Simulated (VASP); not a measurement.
# ZnO (P6_3mc) in VASP: notebook

Runs on ZnO. Level: r2SCAN. Tasks: single point.

All numbers are computed with VASP 6.6.1; they aren't measurements. Logs are shortened: lines on timing, memory, paths and dates and some standing lists are left out, and cuts for length are marked.

## (1) The cell of the first run

Symmetry: P6_3mc, No. 186, hexagonal system. Conventional cell: a = 3.235 Å, b = 3.235 Å, c = 5.315 Å, α = 90.00°, β = 90.00°, γ = 120.00°. Zn (site symmetry 3m) has 4 O at 1.98 to 1.99 Å within 2.6 Å. Within 2.6 Å of O (site symmetry 3m) lie 4 Zn at 1.98 to 1.99 Å.

## (2) Single point, r2SCAN (uniaxial z strain +2.0%)

Input file POSCAR:

```
ZnO
1.0
    3.2353408669      0.0000000000      0.0000000000
   -1.6176704335      2.8018873806      0.0000000000
    0.0000000000      0.0000000000      5.3151708682
Zn O
2 2
Direct
    0.3333333333      0.6666666667      0.0000493375
    0.6666666667      0.3333333333      0.5000493375
    0.3333333333      0.6666666667      0.3749506625
    0.6666666667      0.3333333333      0.8749506625
```

Input file INCAR.step1:

```
SYSTEM = ZnO
ALGO = Normal
EDIFF = 1E-4
ENCUT = 520
GGA = PE
ISMEAR = 0
LASPH = .TRUE.
LCHARG = .FALSE.
LREAL = .FALSE.
LWAVE = .TRUE.
NBANDS = 26
NELM = 60
PREC = Accurate
SIGMA = 0.01
```

Input file INCAR.step2:

```
SYSTEM = ZnO
ALGO = Normal
EDIFF = 1E-6
ENCUT = 520
ISIF = 2
ISMEAR = 0
ISTART = 1
LASPH = .TRUE.
LCHARG = .TRUE.
LELF = .TRUE.
LMIXTAU = .TRUE.
LREAL = .FALSE.
LVHAR = .TRUE.
LWAVE = .FALSE.
METAGGA = R2SCAN
NBANDS = 26
NELM = 60
PREC = Accurate
SIGMA = 0.01
```

Input file KPOINTS:

```
k-points
0
G
  12 12 6
  0 0 0
```

Potentials or basis: VASP PAW PBE potentials, release 64 (Zn, O).

Command:

```sh
$ cat potpaw_PBE.64/Zn/POTCAR potpaw_PBE.64/O/POTCAR > POTCAR
$ cp INCAR.step1 INCAR
$ mpirun -np 1 vasp_std > vasp.out
$ cp INCAR.step2 INCAR
$ mpirun -np 1 vasp_std > vasp.out
```

OUTCAR:

```text
SYSTEM = ZnO
   EDIFF = 1E-6
   ENCUT = 520
   ISIF = 2
   ISMEAR = 0
   ISTART = 1
   LASPH = .TRUE.
   LREAL = .FALSE.
   METAGGA = R2SCAN
   NELM = 60
   PREC = Accurate

 ion  position               nearest neighbor table
   1  0.333  0.667  0.000-   4 1.98   4 1.98   4 1.98   3 1.99
   2  0.667  0.333  0.500-   3 1.98   3 1.98   3 1.98   4 1.99
   3  0.333  0.667  0.375-   2 1.98   2 1.98   2 1.98   1 1.99
   4  0.667  0.333  0.875-   1 1.98   1 1.98   1 1.98   2 1.99

  LATTYP: Found a hexagonal cell.
 ALAT       =     3.2353408669
 C/A-ratio  =     1.6428472569

  Lattice vectors:

 A1 = (   3.2353408669,   0.0000000000,   0.0000000000)
 A2 = (  -1.6176704335,   2.8018873806,   0.0000000000)
 A3 = (   0.0000000000,   0.0000000000,   5.3151708682)

Analysis of symmetry for initial positions (statically):
=====================================================================
 Subroutine PRICEL returns:
 Original cell was already a primitive cell.

 Routine SETGRP: Setting up the symmetry group for a
 hexagonal supercell.

 Subroutine GETGRP returns: Found 12 space group operations
 (whereof  6 operations were pure point group operations)
 out of a pool of 24 trial point group operations.

The static configuration has the point symmetry C_3v.
 The point group associated with its full space group is C_6v.

Analysis of symmetry for dynamics (positions and initial velocities):
=====================================================================
 Subroutine PRICEL returns:
 Original cell was already a primitive cell.

 Routine SETGRP: Setting up the symmetry group for a
 hexagonal supercell.

 Subroutine GETGRP returns: Found 12 space group operations
 (whereof  6 operations were pure point group operations)
 out of a pool of 24 trial point group operations.

The dynamic configuration has the point symmetry C_3v.
 The point group associated with its full space group is C_6v.

 Subroutine INISYM returns: Found 12 space group operations
 (whereof  6 operations are pure point group operations),
 and found     1 'primitive' translations

----------------------------------------------------------------------------------------

                                     Primitive cell

  volume of cell :      48.1823

  direct lattice vectors                    reciprocal lattice vectors
     3.235340867  0.000000000  0.000000000     0.309086443  0.178451141  0.000000000
    -1.617670434  2.801887381  0.000000000     0.000000000  0.356902282  0.000000000
     0.000000000  0.000000000  5.315170868     0.000000000  0.000000000  0.188140706

  length of vectors
     3.235340867  3.235340867  5.315170868     0.356902282  0.356902282  0.188140706

  position of ions in fractional coordinates (direct lattice)
     0.333333333  0.666666667  0.000049338
     0.666666667  0.333333333  0.500049338
     0.333333333  0.666666667  0.374950662
     0.666666667  0.333333333  0.874950662

  ion indices of the primitive-cell ions
   primitive index   ion index
                 1           1
                 2           2
                 3           3
                 4           4

----------------------------------------------------------------------------------------

 KPOINTS: k-points

Automatic generation of k-mesh.
 Grid dimensions read from file:
 generate k-points for:   12   12    6

 Generating k-lattice:

  Cartesian coordinates                     Fractional coordinates (reciprocal lattice)
     0.025757204  0.014870928  0.000000000     0.083333333 -0.000000000  0.000000000
     0.000000000  0.029741857  0.000000000     0.000000000  0.083333333  0.000000000
     0.000000000  0.000000000  0.031356784     0.000000000  0.000000000  0.166666667

  Length of vectors
     0.029741857  0.029741857  0.031356784

  Shift w.r.t. Gamma in fractional coordinates (k-lattice)
     0.000000000  0.000000000  0.000000000

 Subroutine IBZKPT returns following result:
 ===========================================

 Found     76 irreducible k-points:

 Following reciprocal coordinates:
            Coordinates               Weight
  0.000000  0.000000  0.000000      1.000000
  0.083333  0.000000  0.000000      6.000000
  0.166667  0.000000  0.000000      6.000000
  0.250000  0.000000  0.000000      6.000000
  0.333333  0.000000  0.000000      6.000000
  0.416667 -0.000000  0.000000      6.000000
[... 16 lines left out ...]
  0.250000  0.000000  0.166667     12.000000
  0.333333  0.000000  0.166667     12.000000
 [... further k-points ...]
   k-points           NKPTS =     76   k-points in BZ     NKDIM =     76   number of bands    NBANDS=     26
   number of dos      NEDOS =    301   number of ions     NIONS =      4
   total plane-waves  NPLWV =  23040
   dimension x,y,z NGX =    24 NGY =   24 NGZ =   40
   dimension x,y,z NGXF=    48 NGYF=   48 NGZF=   80
   ions per type =               2   2
   NGX,Y,Z   is equivalent  to a cutoff of  12.33, 12.33, 12.51 a.u.
[... 36 lines left out ...]
   METAGGA = R2SCAN    functional components
   LHFCALC =     F    Hartree Fock is set to
   AEXX    =    0.0000 exact exchange contribution
   IVDW    =     0    specifies the selected vdW correction
   LEPSILON=     F    determine dielectric tensor
   LRPA    =     F    only Hartree local field effects (RPA)
 non-spin polarized calculation
 Gauss-broadening in eV      SIGMA  =   0.01
  energy-cutoff  :      520.00
  volume of cell :       48.18
 maximum number of plane-waves:      1320
   NGX = 13   NGY = 13   NGZ = 19

 number of electron      36.0000038 magnetization

 Free energy of the ion-electron system (eV)
  ---------------------------------------------------
  ext. energy  EPLUGINS =         0.00000000
  ---------------------------------------------------
  free energy    TOTEN  =       -36.31043871 eV

  energy without entropy =      -36.31043871  energy(sigma->0) =      -36.31043871

 E-fermi :   0.8424     XC(G=0): -11.5925

 val. band max:        0.7483942025   @ k =   0.0000   0.0000   0.0000
 cond. band min:       1.9251882882   @ k =   0.0000   0.0000   0.0000
 fundamental gap:      1.1767940857
 Fermi energy:         0.8424485913

 k-point     1 :       0.0000    0.0000    0.0000
  band No.  band energies     occupation
      1     -18.2444      2.00000
      2     -17.6019      2.00000
      3      -5.0224      2.00000
      4      -5.0107      2.00000
      5      -5.0107      2.00000
      6      -4.9317      2.00000
[... 18 lines left out ...]
     25      15.8767      0.00000
     26      15.8769      0.00000

 k-point     2 :       0.0833    0.0000    0.0000
  band No.  band energies     occupation
      1     -18.2079      2.00000
      2     -17.5846      2.00000
      3      -5.0538      2.00000
      4      -4.9950      2.00000
      5      -4.9888      2.00000
      6      -4.8785      2.00000
[... 18 lines left out ...]
     25      15.4047      0.00000
     26      15.9587      0.00000

 k-point     3 :       0.1667    0.0000    0.0000
  band No.  band energies     occupation
      1     -18.1056      2.00000
      2     -17.5385      2.00000
      3      -5.1490      2.00000
      4      -4.9454      2.00000
      5      -4.9316      2.00000
      6      -4.8268      2.00000
[... 18 lines left out ...]
     25      15.4490      0.00000
     26      15.9850      0.00000

 k-point     4 :       0.2500    0.0000    0.0000
  band No.  band energies     occupation
      1     -17.9578      2.00000
      2     -17.4793      2.00000
      3      -5.2459      2.00000
      4      -4.9318      2.00000
      5      -4.8613      2.00000
      6      -4.7475      2.00000
[... 18 lines left out ...]
     25      14.9631      0.00000
     26      15.7694      0.00000
[... 496 lines left out ...]
      1     -18.0688      2.00000
      2     -17.5775      2.00000
      3      -5.1813      2.00000
      4      -4.9996      2.00000
      5      -4.9194      2.00000
      6      -4.8900      2.00000
[... 18 lines left out ...]
     25      14.7985      0.00000
     26      15.7775      0.00000

 k-point    23 :       0.2500    0.0000    0.1667
  band No.  band energies     occupation
      1     -17.9260      2.00000
      2     -17.5116      2.00000
      3      -5.2736      2.00000
      4      -5.0093      2.00000
      5      -4.8449      2.00000
      6      -4.7721      2.00000
[... 18 lines left out ...]
     25      14.9674      0.00000
     26      15.6561      0.00000

 k-point    24 :       0.3333    0.0000    0.1667
  band No.  band energies     occupation
      1     -17.7709      2.00000
      2     -17.4533      2.00000
      3      -5.3164      2.00000
      4      -5.0336      2.00000
      5      -4.7816      2.00000
      6      -4.6229      2.00000
[... 18 lines left out ...]
     25      14.9121      0.00000
     26      15.6488      0.00000

 [... further k-points ...]

------------------------ aborting loop because EDIFF is reached ----------------------------------------

  FORCE on cell =-STRESS in cart. coord.  units (eV):
  Direction    XX          YY          ZZ          XY          YZ          ZX
  --------------------------------------------------------------------------------------
  -------------------------------------------------------------------------------------
  Total       -0.3466817     -0.3466817     -1.0760127      0.0000000      0.0000000      0.0000000
  in kB      -11.5279881    -11.5279881    -35.7799739      0.0000000      0.0000000      0.0000000
  external PRESSURE =     -19.6119834 kB  Pullay stress =       0.0000000 kB

 VOLUME and BASIS-vectors are now :
 -----------------------------------------------------------------------------
  energy-cutoff  :      520.00
  volume of cell :       48.18
      direct lattice vectors                 reciprocal lattice vectors
     3.235340867  0.000000000  0.000000000     0.309086443  0.178451141  0.000000000
    -1.617670434  2.801887381  0.000000000     0.000000000  0.356902282  0.000000000
     0.000000000  0.000000000  5.315170868     0.000000000  0.000000000  0.188140706

 POSITION                                       TOTAL-FORCE (eV/Angst)
 -----------------------------------------------------------------------------------
     -0.00000      1.86792      0.00026        -0.000000     -0.000000     -0.002912
      1.61767      0.93396      2.65785         0.000000      0.000000     -0.002912
     -0.00000      1.86792      1.99293        -0.000000     -0.000000      0.002912
      1.61767      0.93396      4.65051        -0.000000     -0.000000      0.002912
 -----------------------------------------------------------------------------------
    total drift:                               -0.000000      0.000000     -0.028877

  FREE ENERGIE OF THE ION-ELECTRON SYSTEM (eV)
  ---------------------------------------------------
  free  energy   TOTEN  =       -36.3104387089 eV

  energy  without entropy=      -36.3104387089  energy(sigma->0) =      -36.31043871
```

Wall time 3 min (1 thread of AMD EPYC 9R45 (Zen 5), shared host); peak memory 0.19 GiB.

What came out:

```yaml
Free_energy: -36.3104 eV
Pressure: -2.0 GPa
Band_gap_on_the_k_mesh: 1.18 eV
```

Forces on the atoms (eV/Å):
```
Zn   0.000  0.000 -0.003
Zn   0.000  0.000 -0.003
O    0.000  0.000  0.003
O    0.000  0.000  0.003
```

Stress tensor (GPa, compression positive):
```
-1.15  0.00  0.00
 0.00 -1.15  0.00
 0.00  0.00 -3.58
```

Levels at points of the mesh, in eV from the valence-band top:
| k point | band 14 | band 15 | band 16 | band 17 | band 18 | band 19 | band 20 | band 21 | band 22 | band 23 |
| --- | --- | --- | --- | --- | --- | --- | --- | --- | --- | --- |
| (0.00, 0.00, 0.00) | -0.79 | -0.79 | -0.10 | 0.00 | 0.00 | 1.18 | 5.87 | 8.59 | 13.81 | 13.81 |
| (0.50, 0.00, 0.00) | -3.49 | -2.84 | -2.23 | -1.33 | -0.81 | 6.35 | 7.35 | 7.89 | 9.28 | 11.15 |
| (0.00, 0.00, 0.50) | -2.29 | -0.39 | -0.39 | -0.39 | -0.39 | 3.85 | 3.85 | 10.63 | 10.63 | 14.11 |
| (0.50, 0.00, 0.50) | -3.77 | -1.48 | -1.48 | -1.46 | -1.46 | 6.17 | 6.17 | 9.06 | 9.06 | 11.93 |

Caveat: the cell differs from its parent crystal (uniaxial z strain +2.0%); the PAW data sets were made with another functional, which shifts forces and pressure a little.

## (3) Single point, r2SCAN (uniaxial z strain +3.0%)

Input file POSCAR:

```
ZnO
1.0
    3.2353408669      0.0000000000      0.0000000000
   -1.6176704335      2.8018873806      0.0000000000
    0.0000000000      0.0000000000      5.3672803865
Zn O
2 2
Direct
    0.3333333333      0.6666666667      0.0010810490
    0.6666666667      0.3333333333      0.5010810490
    0.3333333333      0.6666666667      0.3739189510
    0.6666666667      0.3333333333      0.8739189510
```

Input file INCAR.step1:

```
SYSTEM = ZnO
PREC     = Accurate       ! precision mode
ENCUT    = 520            ! plane-wave cutoff, eV
ISMEAR   = 0              ! smearing method
SIGMA    = 0.01           ! smearing width, eV
LREAL    = .False.        ! projectors in reciprocal space
LASPH    = .True.         ! aspherical terms in the spheres
NELM     = 80             ! most SCF steps
NBANDS   = 26             ! bands
GGA      = PE             ! functional
ALGO     = Normal         ! electronic algorithm
EDIFF    = 1E-4           ! SCF threshold, eV
LWAVE    = .True.         ! write WAVECAR
LCHARG   = .False.        ! write CHGCAR
```

Input file INCAR.step2:

```
SYSTEM = ZnO
PREC     = Accurate       ! precision mode
ENCUT    = 520            ! plane-wave cutoff, eV
EDIFF    = 1E-6           ! SCF threshold, eV
ISMEAR   = 0              ! smearing method
SIGMA    = 0.01           ! smearing width, eV
LREAL    = .False.        ! projectors in reciprocal space
LASPH    = .True.         ! aspherical terms in the spheres
NELM     = 80             ! most SCF steps
ALGO     = Normal         ! electronic algorithm
ISIF     = 2              ! what is computed and relaxed
LWAVE    = .False.        ! write WAVECAR
LCHARG   = .False.        ! write CHGCAR
METAGGA  = R2SCAN         ! meta-GGA
LMIXTAU  = .True.       
NBANDS   = 26             ! bands
ISTART   = 1
```

Input file KPOINTS:

```
regular mesh
0
Gamma
  12 12 6
  0 0 0
```

Potentials or basis: VASP PAW PBE potentials, release 64 (Zn, O).

Command:

```sh
$ cat potpaw_PBE.64/Zn/POTCAR potpaw_PBE.64/O/POTCAR > POTCAR
$ cp INCAR.step1 INCAR
$ mpirun -np 1 vasp_std > vasp.out
$ cp INCAR.step2 INCAR
$ mpirun -np 1 vasp_std > vasp.out
```

Wall time 3 min (1 thread of AMD EPYC 9R45 (Zen 5), shared host); peak memory 0.19 GiB.

It converged, with:

```yaml
Free_energy: -36.2970 eV
Pressure: -3.3 GPa
Largest_force: 0.012 eV/Å
Band_gap_on_the_k_mesh: 1.15 eV
```

Forces in eV/Å, atoms in the order of the input:
```
Zn   0.000  0.000  0.012
Zn   0.000  0.000  0.012
O    0.000  0.000 -0.012
O    0.000  0.000 -0.012
```

Stress tensor (GPa, compression positive):
```
-2.09  0.00  0.00
 0.00 -2.09  0.00
 0.00  0.00 -5.72
```

Levels at points of the mesh, in eV from the valence-band top:
| k point | band 14 | band 15 | band 16 | band 17 | band 18 | band 19 | band 20 | band 21 | band 22 | band 23 |
| --- | --- | --- | --- | --- | --- | --- | --- | --- | --- | --- |
| (0.00, 0.00, 0.00) | -0.77 | -0.77 | -0.12 | 0.00 | 0.00 | 1.15 | 5.87 | 8.47 | 13.85 | 13.85 |
| (0.50, 0.00, 0.00) | -3.44 | -2.82 | -2.17 | -1.34 | -0.79 | 6.30 | 7.33 | 7.80 | 9.26 | 11.04 |
| (0.00, 0.00, 0.50) | -2.31 | -0.38 | -0.38 | -0.38 | -0.38 | 3.81 | 3.81 | 10.53 | 10.53 | 14.15 |
| (0.50, 0.00, 0.50) | -3.76 | -1.48 | -1.48 | -1.44 | -1.44 | 6.12 | 6.12 | 9.00 | 9.00 | 11.89 |

Caveat: the cell differs from its parent crystal (uniaxial z strain +3.0%); the cell stands under tension; the PAW data sets were made with another functional, which shifts forces and pressure a little.

## (4) Single point, r2SCAN (uniaxial z strain +4.0%)

Input file POSCAR:

```
ZnO
1.0
    3.2353408669      0.0000000000      0.0000000000
   -1.6176704335      2.8018873806      0.0000000000
    0.0000000000      0.0000000000      5.4193899048
Zn O
2 2
Direct
    0.3333333333      0.6666666667      0.0019998593
    0.6666666667      0.3333333333      0.5019998593
    0.3333333333      0.6666666667      0.3730001407
    0.6666666667      0.3333333333      0.8730001407
```

Input file INCAR.step1:

```
SYSTEM = ZnO
ALGO = Normal ; EDIFF = 1E-4
ENCUT = 520 ; GGA = PE
ISMEAR = 0 ; LASPH = .TRUE.
LCHARG = .FALSE. ; LREAL = .FALSE.
LWAVE = .TRUE. ; NBANDS = 26
NELM = 100 ; PREC = Accurate
SIGMA = 0.01
```

Input file INCAR.step2:

```
SYSTEM = ZnO
ALGO = Normal ; EDIFF = 1E-6
ENCUT = 520 ; ISIF = 2
ISMEAR = 0 ; ISTART = 1
LASPH = .TRUE. ; LCHARG = .FALSE.
LMIXTAU = .TRUE. ; LREAL = .FALSE.
LWAVE = .FALSE. ; METAGGA = R2SCAN
NBANDS = 26 ; NELM = 100
PREC = Accurate ; SIGMA = 0.01
```

Input file KPOINTS:

```
k-points
0
G
  12 12 6
  0 0 0
```

Command:

```sh
$ cat potpaw_PBE.64/Zn/POTCAR potpaw_PBE.64/O/POTCAR > POTCAR
$ cp INCAR.step1 INCAR
$ mpirun -np 1 vasp_std > vasp.out
$ cp INCAR.step2 INCAR
$ mpirun -np 1 vasp_std > vasp.out
```

Wall time 2.9 min (1 thread of AMD EPYC 9R45 (Zen 5), shared host); peak memory 0.19 GiB.

Results (log left out):

* Free energy: -36.2773 eV
* Pressure: -4.6 GPa
* Largest force: 0.020 eV/Å
* Band gap on the k mesh: 1.11 eV

Forces on the atoms (eV/Å):
```
Zn   0.000  0.000  0.020
Zn   0.000  0.000  0.020
O    0.000  0.000 -0.020
O    0.000  0.000 -0.020
```

Stress tensor (GPa, compression positive):
```
-2.91  0.00  0.00
 0.00 -2.91  0.00
 0.00  0.00 -7.87
```

Levels at points of the mesh, in eV from the valence-band top:
```csv
k point,band 15,band 16,band 17,band 18,band 19,band 20,band 21,band 22
"(0.00, 0.00, 0.00)",-0.75,-0.13,0.00,0.00,1.11,5.87,8.35,13.88
"(0.50, 0.00, 0.00)",-2.80,-2.12,-1.35,-0.77,6.26,7.32,7.71,9.22
"(0.00, 0.00, 0.50)",-0.37,-0.37,-0.37,-0.37,3.77,3.77,10.43,10.43
"(0.50, 0.00, 0.50)",-1.50,-1.50,-1.41,-1.41,6.08,6.08,8.94,8.94
```

Caveat: the cell differs from its parent crystal (uniaxial z strain +4.0%); the cell stands under tension; the PAW data sets were made with another functional, which shifts forces and pressure a little.

## (5) Summary

```tsv
cell	gap on the mesh (eV)	pressure (GPa)	largest force (eV/Å)
a = 3.235, b = 3.235, c = 5.315 Å, angles 90.0, 90.0, 120.0°, 4 atoms, atomic positions A	1.18	-2.0	-
a = 3.235, b = 3.235, c = 5.367 Å, angles 90.0, 90.0, 120.0°, 4 atoms, atomic positions A	1.15	-3.3	0.01
a = 3.235, b = 3.235, c = 5.419 Å, angles 90.0, 90.0, 120.0°, 4 atoms, atomic positions B	1.11	-4.6	0.02
```

Alike in all rows: task single point; level r2SCAN; potentials or basis VASP PAW PBE potentials, release 64 (Zn, O); no spin polarisation; k mesh 12 × 12 × 6; cutoff (eV) 520; smearing gaussian 0.01 eV.

Caveats: the PAW data sets were made with another functional, which shifts forces and pressure a little; the cell stands under tension (at least some runs).

Total energies depend on the potentials used, so only differences within one code and one set of settings carry meaning.
